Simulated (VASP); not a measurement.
## CdSe: relaxation of cell and atoms with PBE

The system is CdSe.

```
Cd Se
1.0
     3.70631    0.00000    0.00000
     0.00000    3.70631    0.00000
     0.00000    0.00000    3.70631
Cd Se
1 1
Cartesian
  0.0000 0.0000 0.0000
  1.8532 1.8532 1.8532
```

```yaml
Program: VASP 6.6.1
Task: relaxation of cell and atoms
Functional: PBE
Potentials_or_basis: VASP PAW PBE potentials, release 64 (Cd, Se)
Cutoff: 600 eV
k_mesh: 6 × 6 × 6
Occupations: gaussian, width 0.1 eV
Spin: no spin polarisation
Dipole_correction: no
Further_INCAR_settings: ALGO = Normal; EDIFF = 1e-06; IBRION = 2; EDIFFG = -0.04; NSW = 90; ISIF = 3
```

```yaml
Relaxed_volume: 22.53 Å³/atom
Relaxed_cell: a = 3.558 Å, b = 3.558 Å, c = 3.558 Å, α = 90.00°, β = 90.00°, γ = 90.00°
Space_group_after_relaxing_to_0.05_Å: Pm-3m (No. 221)
Energy_gained_by_relaxing: 53.4 meV/atom
Ionic_steps: 2
Pressure_after_relaxing: 0.1 GPa
Band_gap_on_the_k_mesh: zero (band 9 reaches 3.33 eV, above the bottom of band 10 at 2.09 eV)
```

Step by step:
```csv
step,energy change (eV),largest force (eV/Å),pressure (GPa),volume (Å³)
1,0.0000,0.0000,-5.21,50.91
2,-0.1068,0.0000,0.05,45.05
```

Final structure:
```cif
data_structure
_symmetry_space_group_name_H-M 'P 1'
_symmetry_Int_Tables_number 1
_cell_length_a 3.5583
_cell_length_b 3.5583
_cell_length_c 3.5583
_cell_angle_alpha 90.000
_cell_angle_beta 90.000
_cell_angle_gamma 90.000
_cell_volume 45.05
loop_
_atom_site_label
_atom_site_type_symbol
_atom_site_fract_x
_atom_site_fract_y
_atom_site_fract_z
_atom_site_occupancy
Cd1 Cd 0.00000 0.00000 0.00000 1
Se1 Se 0.50000 0.50000 0.50000 1
```

Levels at points of the mesh, in eV from the Fermi level:
| k point | band 5 | band 6 | band 7 | band 8 | band 9 | band 10 | band 11 | band 12 | band 13 |
| --- | --- | --- | --- | --- | --- | --- | --- | --- | --- |
| (0.00, 0.00, 0.00) | -8.35 | -8.35 | -1.64 | -1.20 | -1.20 | -1.20 | 6.09 | 6.09 | 10.52 |
| (0.50, 0.00, 0.00) | -8.55 | -8.33 | -5.97 | 0.00 | 0.00 | 2.67 | 3.86 | 6.55 | 6.55 |
| (0.50, 0.50, 0.00) | -8.19 | -8.14 | -4.39 | -4.39 | -1.48 | 0.14 | 7.08 | 7.08 | 8.06 |
| (0.50, 0.50, 0.50) | -8.19 | -8.19 | -2.22 | -2.22 | -2.22 | 1.44 | 1.44 | 1.44 | 1.59 |

Run time: 14 s on 1 thread of Intel(R) Xeon(R) Platinum 8488C (Sapphire Rapids) (shared host), peak memory 0.18 GiB.
